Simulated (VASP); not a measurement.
Be2C, 3 atoms in the cell. The structure is cubic, space group Fm-3m (No. 225). The conventional cell has a = 4.229 Å, b = 4.229 Å, c = 4.229 Å, α = 90.00°, β = 90.00°, γ = 90.00°. Be (site symmetry -43m) has 4 C at 1.83 Å and 6 Be at 2.11 Å within 2.4 Å. C (site symmetry m-3m) has 8 Be at 1.83 Å within 2.4 Å. 

- Program: VASP 6.6.1
- Task: single point
- Functional: r2SCAN
- Potentials or basis: VASP PAW PBE potentials, release 64 (Be, C)
- Cutoff: 660 eV
- k mesh: 10 × 10 × 10
- Occupations: gaussian, width 0.01 eV
- Spin: no spin polarisation
- Dipole correction: no
- Further INCAR settings: ALGO = Normal; EDIFF = 1e-06; NBANDS = 11

Potentials or basis: VASP PAW PBE potentials, release 64 (Be, C).

Launch:

```sh
$ cat potpaw_PBE.64/Be/POTCAR potpaw_PBE.64/C/POTCAR > POTCAR
$ cp INCAR.step1 INCAR
$ mpirun -np 1 vasp_std > vasp.out
$ cp INCAR.step2 INCAR
$ mpirun -np 1 vasp_std > vasp.out
```

Hardware: 1 thread of Intel Xeon 8259CL (shared host).

**Question.** Estimate the wall time of this run.

**Answer.** Run time: 63 s on 1 thread of Intel Xeon 8259CL, on a shared host, peak memory 0.16 GiB. Counts: k points 47.
